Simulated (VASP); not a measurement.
Write the native input for VASP 6.6.1 that does the following.

| Property | Result |
| --- | --- |
| Task | single point |
| Functional | PBE |
| Potentials or basis | VASP PAW PBE potentials, release 64 (Ca_sv, Si, N) |
| Cutoff | 600 eV |
| k mesh | 6 × 6 × 2 |
| Occupations | gaussian, width 0.1 eV |
| Spin | no spin polarisation |
| Dipole correction | no |
| Further INCAR settings | ALGO = Normal; EDIFF = 1e-06; NBANDS = 25 |

The structure of CaSi3N2 lies in POSCAR:

```
CaSi3N2
1.0
    3.7722426500      0.0000000000      0.0000000000
   -1.8861213200      3.2668579600      0.0000000000
    0.0000000000      0.0000000000      7.9232653300
Ca Si N
1 3 2
Direct
    0.0000000000      0.0000000000      0.0000000000
    0.0000000000      0.0000000000      0.5000000000
    0.3333333300      0.6666666700      0.0000000000
    0.3333333300      0.6666666700      0.5000000000
    0.6666666700      0.3333333300      0.2478670000
    0.6666666700      0.3333333300      0.7521330000
```

The cell was generated, and may not be a known phase.

One way to write it, as run:

INCAR

```
SYSTEM = CaSi3N2
  ALGO = Normal
  EDIFF = 1E-6
  ENCUT = 600
  GGA = PE
  GGA_COMPAT = .FALSE.
  ISIF = 2
  ISMEAR = 0
  LASPH = .TRUE.
  LCHARG = .FALSE.
  LREAL = .FALSE.
  LWAVE = .FALSE.
  NBANDS = 25
  NELM = 120
  PREC = Accurate
  SIGMA = 0.1
```

KPOINTS

```
k-points
0
G
  6 6 2
  0 0 0
```

Potentials or basis: VASP PAW PBE potentials, release 64 (Ca_sv, Si, N).

Command:

```sh
$ cat potpaw_PBE.64/Ca_sv/POTCAR potpaw_PBE.64/Si/POTCAR potpaw_PBE.64/N/POTCAR > POTCAR
$ mpirun -np 1 vasp_std > vasp.out
```

Results of the run:

```json
{
  "Pressure": "11.3 GPa",
  "Largest force": "1.859 eV/Å",
  "Band gap on the k mesh": "zero (bands 16 and 17 overlap by 0.06 eV)"
}
```

Caveat: the k points lie up to 0.40 Å⁻¹ apart; semilocal functionals underestimate gaps, and a narrow one can read as zero; forces of over 1 eV/Å act on the atoms, so gaps and moduli don't describe the material at rest.

Run time: 58 s on 1 thread of Intel(R) Xeon(R) Platinum 8259CL CPU @ 2.50GHz (Skylake/Cascade Lake), on a shared host, peak memory 0.24 GiB.
